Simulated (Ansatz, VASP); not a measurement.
# Two plane-wave programs on KCl

```xyz
2
Lattice="3.9145 0.0000 0.0000 0.0000 3.9145 0.0000 0.0000 0.0000 3.9145" Properties=species:S:1:pos:R:3 pbc="T T T"
K     0.0000    0.0000    0.0000
Cl    1.9572    1.9572    1.9572
```

Alike in both runs: task single point; functional LDA; k mesh 7 × 7 × 7; occupations fermi-dirac, width 0.05 eV; no spin polarisation.

```csv
,VASP,Ansatz
version,VASP 6.6.1,Ansatz 0.2.0
potentials or method,"VASP PAW LDA potentials, release 64 (K_sv, Cl)",Ansatz PAW
plane-wave cutoff (eV),520,420
valence electrons in the cell,16,16
```

|  | VASP | Ansatz | Ansatz less VASP |
| --- | --- | --- | --- |
| gap on the k mesh at the Fermi level (eV) | 4.17 | 4.16 | -0.006 |
| least direct gap on the mesh (eV) | 4.35 | 4.34 | -0.006 |
| pressure (GPa) | -3.7 | -3.7 | 0.00 |

LDA's correlation is that of Perdew and Zunger in VASP and of Perdew and Wang (1992) in Ansatz.

Noted on Ansatz's run: odd divisions of the mesh miss points on the zone boundary, where band edges often lie, so the gap on the mesh can be too wide.
